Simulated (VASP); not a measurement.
# Al2Cu (I4/mcm) in VASP: further runs

The runs below take Al2Cu through single point, with PBE.

Everything below comes from runs of VASP 6.6.1. Logs are shortened: lines on timing, memory, paths and dates and some standing lists are left out, and cuts for length are marked.

### 1 The cell of the first run

It takes space group I4/mcm (No. 140, tetragonal). Conventional cell: a = 6.389 Å, b = 6.389 Å, c = 4.382 Å, α = 90.00°, β = 90.00°, γ = 90.00°. Al (site symmetry m2m) has 4 Cu at 2.64 Å and 11 Al at 2.74 to 3.40 Å within 3.5 Å. Cu (site symmetry 422) has 2 Cu at 2.19 Å and 8 Al at 2.64 Å within 2.9 Å.

### 2 Single point, PBE

File INCAR:

```
SYSTEM = Al2Cu
ALGO = Fast ; EDIFF = 1E-6
ENCUT = 520 ; GGA = PE
ISIF = 2 ; ISMEAR = 0
LASPH = .TRUE. ; LCHARG = .FALSE.
LREAL = .FALSE. ; LWAVE = .FALSE.
NBANDS = 26 ; NELM = 100
PREC = Accurate ; SIGMA = 0.15
```

File KPOINTS:

```
k-points
0
G
  14 14 14
  0 0 0
```

File POSCAR:

```
Al2Cu
1.0
   -3.1946483107      3.1946483107      2.1909051264
    3.1946483107     -3.1946483107      2.1909051264
    3.1946483107      3.1946483107     -2.1909051264
Al Cu
4 2
Direct
    0.1587211841      0.6587211841      0.8174423682
    0.6587211841      0.8412788159      0.5000000000
    0.8412788159      0.3412788159      0.1825576318
    0.3412788159      0.1587211841      0.5000000000
    0.7500000000      0.7500000000      0.0000000000
    0.2500000000      0.2500000000      0.0000000000
```

Potentials or basis: VASP PAW PBE potentials, release 64 (Al, Cu).

On the command line:

```
> cat potpaw_PBE.64/Al/POTCAR potpaw_PBE.64/Cu/POTCAR > POTCAR
> mpirun -np 1 vasp_std > vasp.out
```

OUTCAR:

```text
SYSTEM = Al2Cu
   EDIFF = 1E-6
   ENCUT = 520
   GGA = PE
   ISIF = 2
   ISMEAR = 0
   LASPH = .TRUE.
   LREAL = .FALSE.
   NELM = 100
   PREC = Accurate

 ion  position               nearest neighbor table
   1  0.159  0.659  0.817-   5 2.64   6 2.64   5 2.64   6 2.64   3 2.74   3 2.74   3 2.87   4 2.99
                             2 2.99   2 2.99   4 2.99
   2  0.659  0.841  0.500-   6 2.64   5 2.64   5 2.64   6 2.64   4 2.74   4 2.74   4 2.87   3 2.99
                             1 2.99   1 2.99   3 2.99
   3  0.841  0.341  0.183-   5 2.64   6 2.64   5 2.64   6 2.64   1 2.74   1 2.74   1 2.87   2 2.99
                             4 2.99   4 2.99   2 2.99
   4  0.341  0.159  0.500-   5 2.64   6 2.64   6 2.64   5 2.64   2 2.74   2 2.74   2 2.87   3 2.99
                             1 2.99   1 2.99   3 2.99
   5  0.750  0.750  0.000-   6 2.19   6 2.19   4 2.64   2 2.64   4 2.64   2 2.64   1 2.64   3 2.64
                             3 2.64   1 2.64
   6  0.250  0.250  0.000-   5 2.19   5 2.19   2 2.64   4 2.64   2 2.64   4 2.64   3 2.64   1 2.64
                             1 2.64   3 2.64

  LATTYP: Found a body centered tetragonal cell.
 ALAT       =     6.3892966214
 C/A-ratio  =     0.6858047939

  Lattice vectors:

 A1 = (  -3.1946483107,   3.1946483107,   2.1909051264)
 A2 = (   3.1946483107,  -3.1946483107,   2.1909051264)
 A3 = (   3.1946483107,   3.1946483107,  -2.1909051264)

Analysis of symmetry for initial positions (statically):
=====================================================================
 Subroutine PRICEL returns:
 Original cell was already a primitive cell.

 Routine SETGRP: Setting up the symmetry group for a
 body centered tetragonal supercell.

 Subroutine GETGRP returns: Found 16 space group operations
 (whereof  8 operations were pure point group operations)
 out of a pool of 16 trial point group operations.

The static configuration has the point symmetry C_4h.
 The point group associated with its full space group is D_4h.

Analysis of symmetry for dynamics (positions and initial velocities):
=====================================================================
 Subroutine PRICEL returns:
 Original cell was already a primitive cell.

 Routine SETGRP: Setting up the symmetry group for a
 body centered tetragonal supercell.

 Subroutine GETGRP returns: Found 16 space group operations
 (whereof  8 operations were pure point group operations)
 out of a pool of 16 trial point group operations.

The dynamic configuration has the point symmetry C_4h.
 The point group associated with its full space group is D_4h.

 Subroutine INISYM returns: Found 16 space group operations
 (whereof  8 operations are pure point group operations),
 and found     1 'primitive' translations

----------------------------------------------------------------------------------------

                                     Primitive cell

  volume of cell :      89.4396

  direct lattice vectors                    reciprocal lattice vectors
    -3.194648311  3.194648311  2.190905126     0.000000000  0.156511751  0.228216181
     3.194648311 -3.194648311  2.190905126     0.156511751  0.000000000  0.228216181
     3.194648311  3.194648311 -2.190905126     0.156511751  0.156511751  0.000000000

  length of vectors
     5.021117498  5.021117498  5.021117498     0.276728302  0.276728302  0.221341041

  position of ions in fractional coordinates (direct lattice)
     0.158721184  0.658721184  0.817442368
     0.658721184  0.841278816  0.500000000
     0.841278816  0.341278816  0.182557632
     0.341278816  0.158721184  0.500000000
     0.750000000  0.750000000  0.000000000
     0.250000000  0.250000000  0.000000000

  ion indices of the primitive-cell ions
   primitive index   ion index
                 1           1
                 2           2
                 3           3
                 4           4
                 5           5
                 6           6

----------------------------------------------------------------------------------------

 KPOINTS: k-points

Automatic generation of k-mesh.
 Grid dimensions read from file:
 generate k-points for:   14   14   14

 Generating k-lattice:

  Cartesian coordinates                     Fractional coordinates (reciprocal lattice)
     0.000000000  0.011179411  0.016301156     0.071428571  0.000000000  0.000000000
     0.011179411  0.000000000  0.016301156     0.000000000  0.071428571  0.000000000
     0.011179411  0.011179411  0.000000000     0.000000000  0.000000000  0.071428571

  Length of vectors
     0.019766307  0.019766307  0.015810074

  Shift w.r.t. Gamma in fractional coordinates (k-lattice)
     0.000000000  0.000000000  0.000000000

 Subroutine IBZKPT returns following result:
 ===========================================

 Found    244 irreducible k-points:

 Following reciprocal coordinates:
            Coordinates               Weight
  0.000000  0.000000  0.000000      1.000000
  0.071429 -0.000000  0.000000      8.000000
  0.142857 -0.000000  0.000000      8.000000
  0.214286 -0.000000  0.000000      8.000000
  0.285714 -0.000000  0.000000      8.000000
  0.357143 -0.000000  0.000000      8.000000
[... 16 lines left out ...]
  0.214286  0.142857  0.000000     16.000000
  0.285714  0.142857  0.000000     16.000000
 [... further k-points ...]
   k-points           NKPTS =    244   k-points in BZ     NKDIM =    244   number of bands    NBANDS=     26
   number of dos      NEDOS =    301   number of ions     NIONS =      6
   total plane-waves  NPLWV =  64000
   dimension x,y,z NGX =    40 NGY =   40 NGZ =   40
   dimension x,y,z NGXF=    80 NGYF=   80 NGZF=   80
   ions per type =               4   2
   NGX,Y,Z   is equivalent  to a cutoff of  13.24, 13.24, 13.24 a.u.
   NGXF,Y,Z  is equivalent  to a cutoff of  26.49, 26.49, 26.49 a.u.
 SYSTEM =  Al2Cu
   PREC   = accura    normal or accurate (medium, high low for compatibility)
   ISTART =      0    job   : 0-new  1-cont  2-samecut
   ICHARG =      2    charge: 1-file 2-atom 10-const
   ISPIN  =      1    spin polarized calculation?
   LNONCOLLINEAR =      F non collinear calculations
   LSORBIT =      F    spin-orbit coupling
   LASPH  =      T    aspherical Exc in radial PAW
   ENCUT  =  520.0 eV  38.22 Ry    6.18 a.u.   9.34  9.34  9.34*2*pi/ulx,y,z
   NELM   =    100;   NELMIN=  2; NELMDL= -5     # of ELM steps
   EDIFF  = 0.1E-05   stopping-criterion for ELM
   LREAL  =      F    real-space projection
   EDIFFG = 0.1E-04   stopping-criterion for IOM
   NSW    =      0    number of steps for IOM
   IBRION =     -1    ionic relax: 0-MD 1-quasi-New 2-CG
   NFREE  =      0    steps in history (QN), initial steepest desc. (CG)
   ISIF   =      2    stress and relaxation
   ISYM   =      2    0-nonsym 1-usesym 2-fastsym
   POTIM  = 0.5000    time-step for ionic-motion
   TEBEG  =    0.0;   TEEND  =   0.0 temperature during run
   PSTRESS=    0.0 pullay stress
   NELECT =      34.0000    total number of electrons
   NUPDOWN=      -1.0000    fix difference up-down
   EMIN   =  10.00;   EMAX   =-10.00  energy-range for DOS
   EFERMI =   0.00;   METHOD = LEGACY
   ISMEAR =     0;   SIGMA  =   0.15  broadening in eV -4-tet -1-fermi 0-gaus
   EFERMI_NEDOS =   21; number of points for ismear=-14 and -15
   IALGO  =     68    algorithm
   IMIX   =      4    mixing-type and parameters
     AMIX     =   0.40;   BMIX     =  1.00
     AMIX_MAG =   1.60;   BMIX_MAG =  1.00
  volume/ion in A,a.u.               =      14.91       100.59
  Fermi-wavevector in a.u.,A,eV,Ry     =   1.185927  2.241077 19.135541  1.406423
  Thomas-Fermi vector in A             =   2.322110
   LORBIT       =      0    0 simple, 1 ext, 2 COOP (PROOUT), +10 PAW based schemes
   GGA     = PE    functional components
   LHFCALC =     F    Hartree Fock is set to
   AEXX    =    0.0000 exact exchange contribution
   IVDW    =     0    specifies the selected vdW correction
   LEPSILON=     F    determine dielectric tensor
   LRPA    =     F    only Hartree local field effects (RPA)
 non-spin polarized calculation
 RMM-DIIS sequential band-by-band and
 Gauss-broadening in eV      SIGMA  =   0.15
  energy-cutoff  :      520.00
  volume of cell :       89.44
 maximum number of plane-waves:      2426
 NGX is ok and might be reduce to    40
   NGX = 19   NGY = 19   NGZ = 19

 number of electron      33.9999975 magnetization

 Free energy of the ion-electron system (eV)
  ---------------------------------------------------
  ext. energy  EPLUGINS =         0.00000000
  ---------------------------------------------------
  free energy    TOTEN  =       -22.65477101 eV

  energy without entropy =      -22.63141733  energy(sigma->0) =      -22.64309417

 E-fermi :   8.1659     XC(G=0): -10.8479

 val. band max:        8.1630445086   @ k =  -0.2857   0.1429   0.0714
 cond. band min:       8.1705049063   @ k =  -0.2143   0.2857   0.0714
 fundamental gap:      0.0074603976
 Fermi energy:         8.1658787506

 k-point     1 :       0.0000    0.0000    0.0000
  band No.  band energies     occupation
      1      -2.7723      2.00000
      2       2.3533      2.00000
      3       2.4170      2.00000
      4       2.8635      2.00000
      5       2.8635      2.00000
      6       3.7506      2.00000
[... 18 lines left out ...]
     25      11.6843      0.00000
     26      12.3944      0.00000

 k-point     2 :       0.0714   -0.0000    0.0000
  band No.  band energies     occupation
      1      -2.7133      2.00000
      2       2.3788      2.00000
      3       2.4085      2.00000
      4       2.8630      2.00000
      5       2.8655      2.00000
      6       3.7337      2.00000
[... 18 lines left out ...]
     25      11.7687      0.00000
[... 608 lines left out ...]
     25      14.7669      0.00000
     26      15.3625      0.00000

 k-point    24 :       0.2857    0.1429    0.0000
  band No.  band energies     occupation
      1      -0.9808      2.00000
      2       1.4557      2.00000
      3       2.2378      2.00000
      4       2.5158      2.00000
      5       3.4609      2.00000
      6       3.4831      2.00000
[... 18 lines left out ...]
     25      15.0233      0.00000
     26      15.4730      0.00000

 [... further k-points ...]

------------------------ aborting loop because EDIFF is reached ----------------------------------------

  FORCE on cell =-STRESS in cart. coord.  units (eV):
  Direction    XX          YY          ZZ          XY          YZ          ZX
  --------------------------------------------------------------------------------------
  -------------------------------------------------------------------------------------
  Total       -3.1225170     -3.1225170     11.4784086      0.0000000      0.0000000      0.0000000
  in kB      -55.9352671    -55.9352671    205.6186910      0.0000000      0.0000000      0.0000000
  external PRESSURE =      31.2493856 kB  Pullay stress =       0.0000000 kB

 VOLUME and BASIS-vectors are now :
 -----------------------------------------------------------------------------
  energy-cutoff  :      520.00
  volume of cell :       89.44
      direct lattice vectors                 reciprocal lattice vectors
    -3.194648311  3.194648311  2.190905126     0.000000000  0.156511751  0.228216181
     3.194648311 -3.194648311  2.190905126     0.156511751  0.000000000  0.228216181
     3.194648311  3.194648311 -2.190905126     0.156511751  0.156511751  0.000000000

 POSITION                                       TOTAL-FORCE (eV/Angst)
 -----------------------------------------------------------------------------------
      4.20877      1.01412      0.00000        -0.249277     -0.249277      0.000000
      2.18053      1.01412      2.19091         0.249277     -0.249277     -0.000000
     -1.01412      2.18053      2.19091         0.249277      0.249277     -0.000000
      1.01412      2.18053      0.00000        -0.249277      0.249277     -0.000000
      0.00000      0.00000      3.28636        -0.000000      0.000000     -0.000000
      0.00000      0.00000      1.09545        -0.000000      0.000000     -0.000000
 -----------------------------------------------------------------------------------
    total drift:                               -0.000000     -0.000000      0.000000

  FREE ENERGIE OF THE ION-ELECTRON SYSTEM (eV)
  ---------------------------------------------------
  free  energy   TOTEN  =       -22.6547710076 eV

  energy  without entropy=      -22.6314173289  energy(sigma->0) =      -22.64309417
```

It took 25 min on 1 thread of Intel Xeon 8259CL, shared host; peak memory 0.59 GiB.

Results:

```yaml
Free_energy: -22.6548 eV
Pressure: 3.1 GPa
Largest_force: 0.353 eV/Å
Band_gap_on_the_k_mesh: zero (bands 17 and 18 overlap by 5.25 eV)
```

Forces on the atoms (eV/Å):
```
Al  -0.249 -0.249  0.000
Al   0.249 -0.249  0.000
Al   0.249  0.249  0.000
Al  -0.249  0.249  0.000
Cu   0.000  0.000  0.000
Cu   0.000  0.000  0.000
```

Stress tensor (GPa, compression positive):
```
-5.59  0.00  0.00
 0.00 -5.59  0.00
 0.00  0.00 20.56
```

Levels at points of the mesh, in eV from the Fermi level:
| k point | band 13 | band 14 | band 15 | band 16 | band 17 | band 18 | band 19 | band 20 | band 21 | band 22 |
| --- | --- | --- | --- | --- | --- | --- | --- | --- | --- | --- |
| (0.00, 0.00, 0.00) | -2.88 | -2.88 | -1.63 | -0.73 | -0.73 | -0.32 | 0.19 | 0.72 | 2.25 | 2.25 |
| (0.50, 0.00, 0.00) | -3.32 | -3.32 | -2.79 | -2.79 | -0.38 | -0.38 | 2.87 | 2.87 | 3.25 | 3.25 |
| (0.50, 0.50, 0.00) | -2.41 | -2.38 | -2.17 | -1.56 | -0.41 | -0.05 | -0.05 | 0.07 | 4.36 | 5.00 |
| (0.50, 0.50, 0.50) | -3.05 | -2.88 | -2.88 | -1.30 | 2.92 | 3.17 | 3.17 | 3.31 | 4.67 | 5.28 |

Caveat: the cell stands under pressure.

(Continued in part 2 of 2.)
